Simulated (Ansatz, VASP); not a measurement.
# SnS: VASP beside Ansatz

File INCAR:

```
SYSTEM = SnS
ALGO = Normal
EDIFF = 1E-6
ENCUT = 500
GGA = PS
GGA_COMPAT = .FALSE.
ISIF = 2
ISMEAR = 0
LASPH = .TRUE.
LCHARG = .FALSE.
LREAL = .FALSE.
LWAVE = .FALSE.
NBANDS = 50
NELM = 120
PREC = Accurate
SIGMA = 0.05
```

KPOINTS

```
k-points
0
G
  4 8 6
  0 0 0
```

File POSCAR:

```
SnS
1.0
   11.0967523774      0.0000000000      0.0000000000
    0.0000000000      3.8250319182      0.0000000000
    0.0000000000      0.0000000000      4.2315428581
Sn S
4 4
Direct
    0.1185767382      0.2500000000      0.1101694999
    0.3814232618      0.7500000000      0.6101694999
    0.6185767382      0.2500000000      0.3898305001
    0.8814232618      0.7500000000      0.8898305001
    0.8533462424      0.2500000000      0.4747534667
    0.6466537576      0.7500000000      0.9747534667
    0.3533462424      0.2500000000      0.0252465333
    0.1466537576      0.7500000000      0.5252465333
```

Input for Ansatz:

```yaml
crystal:
  lattice:
    - [11.0967523774, 0.0, 0.0]
    - [0.0, 3.8250319182, 0.0]
    - [0.0, 0.0, 4.2315428581]
  atoms:
    - { symbol: Sn, position: [0.1185767382, 0.25, 0.1101694999] }
    - { symbol: Sn, position: [0.3814232618, 0.75, 0.6101694999] }
    - { symbol: Sn, position: [0.6185767382, 0.25, 0.3898305001] }
    - { symbol: Sn, position: [0.8814232618, 0.75, 0.8898305001] }
    - { symbol: S, position: [0.8533462424, 0.25, 0.4747534667] }
    - { symbol: S, position: [0.6466537576, 0.75, 0.9747534667] }
    - { symbol: S, position: [0.3533462424, 0.25, 0.0252465333] }
    - { symbol: S, position: [0.1466537576, 0.75, 0.5252465333] }
basis:
  ecutwfc: 420
kpoints:
  mp_grid: { grid: [4, 8, 6] }
hamiltonian:
  xc: pbesol
scf:
  occupations: { method: gaussian, width: 0.05 }
output:
  forces: true
  stress: true
  eigenvalues: true
```

Change from the starting cell: strain -0.0400 x Voigt [0, 1, 0, 0, 0, 0], atoms carried along.

Alike in both runs: task single point; functional PBEsol; k mesh 4 × 8 × 6; occupations gaussian, width 0.05 eV; no spin polarisation.

```csv
,VASP,Ansatz
version,VASP 6.6.1,Ansatz 0.2.0
potentials or method,"VASP PAW PBE potentials, release 64 (Sn_d, S), cutoff 500 eV","scalar-relativistic, plane waves, PAW"
valence electrons in the cell,80,80
```

Ansatz gave:

```
gap on the k mesh at the Fermi level (eV)                     : 0.19
least direct gap on the mesh (eV)                             : 1.06
pressure (GPa)                                                : 2.9
traceless stress, the component that is largest in VASP (GPa) : 1.82
rms of the force components (eV/Å)                            : 0.104
```

What did VASP give for the same quantities?

gap on the k mesh at the Fermi level (eV): 0.19; least direct gap on the mesh (eV): 1.06; pressure (GPa): 2.9; traceless stress, the component that is largest in VASP (GPa): 1.80; rms of the force components (eV/Å): 0.108.

VASP's potentials were made for PBE, not for PBEsol. Atom by atom the forces differ by 0.005 eV/Å (rms over components). The functional is the same, so the differences come from potentials, cutoffs and numerics.
